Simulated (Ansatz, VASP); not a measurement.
# Al2BN in VASP and in Ansatz

```
Al B N
1.0
     2.31835    1.33850    2.57454
    -2.31835    1.33850    2.57454
     0.00000   -2.67700    2.57454
Al B N
2 1 1
Direct
  0.26304 0.26304 0.26304
  0.73696 0.73696 0.73696
  0.00000 0.00000 0.00000
  0.50000 0.50000 0.50000
```

Alike in both runs: functional PBE; k mesh 12 × 12 × 12; occupations gaussian, width 0.1 eV; no spin polarisation.

Ansatz relaxed the structure, and its values are those at the end. VASP's run is a single point on that final structure, the one shown.

|  | VASP | Ansatz |
| --- | --- | --- |
| version | VASP 6.6.1 | Ansatz 0.2.0 |
| potentials or method | VASP PAW PBE potentials, release 64 (Al, B, N), cutoff 520 eV | scalar-relativistic, plane waves, PAW |
| valence electrons in the cell | 14 | 14 |

Ansatz gave:

- gap on the k mesh at the Fermi level (eV): none
- pressure (GPa): 0.0
- rms of the force components (eV/Å): 0.003

Q: What did VASP give for the same quantities?

A: gap on the k mesh at the Fermi level (eV): none; pressure (GPa): -0.1; rms of the force components (eV/Å): 0.001.

A gap of «none» marks a metal or a gap that the smearing closes.
